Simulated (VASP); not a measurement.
Wanted: the native input for a VASP 6.6.1 run.

```yaml
Task: single point
Functional: r2SCAN
Potentials_or_basis: VASP PAW PBE potentials, release 64 (Sc_sv)
Cutoff: 550 eV
k_mesh: 8 × 8 × 11
Occupations: fermi-dirac, width 0.1 eV
Spin: no spin polarisation
Dipole_correction: no
Further_INCAR_settings: ALGO = Normal; EDIFF = 1e-06; NBANDS = 24
```

The system is Sc.

```
Sc
1.0
     5.09031    0.00000    0.00000
    -2.54515    4.40834    0.00000
     0.00000    0.00000    3.17367
Sc
3
Cartesian
  2.5452 4.4083 0.0000
  0.0000 2.9389 1.5868
  2.5452 1.4694 1.5868
```

This isn't the form of Sc at room conditions, which is hcp.

These files were run (other wordings do the same):

POSCAR

```
Sc
1.0
    5.0903073558      0.0000000000      0.0000000000
   -2.5451536779      4.4083354832      0.0000000000
    0.0000000000      0.0000000000      3.1736703619
Sc
3
Direct
    1.0000000000      1.0000000000      0.0000000000
    0.3333333333      0.6666666667      0.5000000000
    0.6666666667      0.3333333333      0.5000000000
```

INCAR.step1

```
SYSTEM = Sc
PREC     = Accurate       ! precision mode
ENCUT    = 550            ! plane-wave cutoff, eV
ISMEAR   = -1             ! smearing method
SIGMA    = 0.1            ! smearing width, eV
LREAL    = .FALSE.        ! projectors in reciprocal space
LASPH    = .TRUE.         ! aspherical terms in the spheres
NELM     = 120            ! most SCF steps
NBANDS   = 24             ! bands
GGA      = PE             ! functional
ALGO     = Normal         ! electronic algorithm
EDIFF    = 1E-5           ! SCF threshold, eV
LWAVE    = .TRUE.         ! write WAVECAR
LCHARG   = .FALSE.        ! write CHGCAR
GGA_COMPAT= .FALSE.
```

INCAR.step2

```
SYSTEM = Sc
PREC     = Accurate       ! precision mode
ENCUT    = 550            ! plane-wave cutoff, eV
EDIFF    = 1E-6           ! SCF threshold, eV
ISMEAR   = -1             ! smearing method
SIGMA    = 0.1            ! smearing width, eV
LREAL    = .FALSE.        ! projectors in reciprocal space
LASPH    = .TRUE.         ! aspherical terms in the spheres
NELM     = 120            ! most SCF steps
ALGO     = Normal         ! electronic algorithm
ISIF     = 2              ! what is computed and relaxed
LWAVE    = .FALSE.        ! write WAVECAR
LCHARG   = .FALSE.        ! write CHGCAR
METAGGA  = R2SCAN         ! meta-GGA
LMIXTAU  = .TRUE.       
NBANDS   = 24             ! bands
ISTART   = 1            
GGA_COMPAT= .FALSE.
```

KPOINTS

```
Automatic mesh
0
G
  8 8 11
  0 0 0
```

Potentials or basis: VASP PAW PBE potentials, release 64 (Sc_sv).

The run is started by

```bash
$ cat potpaw_PBE.64/Sc_sv/POTCAR > POTCAR
$ cp INCAR.step1 INCAR
$ mpirun -np 1 vasp_std > vasp.out
$ cp INCAR.step2 INCAR
$ mpirun -np 1 vasp_std > vasp.out
```

It gave:

```
Pressure               : 2.6 GPa
Band gap on the k mesh : zero (an odd number of electrons rules out a gap without spin polarisation)
```

Caveat: the PAW data sets were made with another functional, which shifts forces and pressure a little.

Run time: 14 min on 1 thread of Oxide Virtual Turin-like Processor, with other jobs on the host, peak memory 0.21 GiB.
